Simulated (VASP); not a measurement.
**Mg: single point with r2SCAN**

Crystal: Mg.

```
Mg
1.0
     3.20002    0.00000    0.00000
    -1.60001    2.77130    0.00000
     0.00000    0.00000    5.15940
Mg
2
Direct
  0.33333 0.66667 0.25000
  0.66667 0.33333 0.75000
```

```json
{"Program": "VASP 6.6.1", "Task": "single point", "Functional": "r2SCAN", "Potentials or basis": "VASP PAW PBE potentials, release 64 (Mg)", "Cutoff": "520 eV", "k mesh": "16 × 16 × 10", "Occupations": "gaussian, width 0.05 eV", "Spin": "no spin polarisation", "Dipole correction": "no", "Further INCAR settings": "ALGO = Normal; EDIFF = 1e-06; NBANDS = 9"}
```

| Quantity | Value |
| --- | --- |
| Pressure | -0.8 GPa |
| Band gap on the k mesh | zero (bands 2 and 3 overlap by 2.14 eV) |

Levels at points of the mesh, in eV from the Fermi level:
```tsv
k point	band 1	band 2	band 3	band 4	band 5	band 6	band 7
(0.00, 0.00, 0.00)	-7.43	-1.90	-1.15	11.62	11.62	11.77	11.77
(0.50, 0.00, 0.00)	-2.42	-2.26	2.81	3.11	3.61	4.04	7.31
(0.00, 0.00, 0.50)	-5.93	-5.93	5.49	5.49	12.39	12.39	12.39
(0.50, 0.00, 0.50)	-1.29	-1.29	-0.42	-0.42	8.52	8.52	8.58
```

It took 57 s on 1 thread of Intel(R) Xeon(R) 6975P-C (Granite Rapids), on a shared host, peak memory 0.21 GiB.

Caveat: the PAW data sets were made with another functional, which shifts forces and pressure a little.
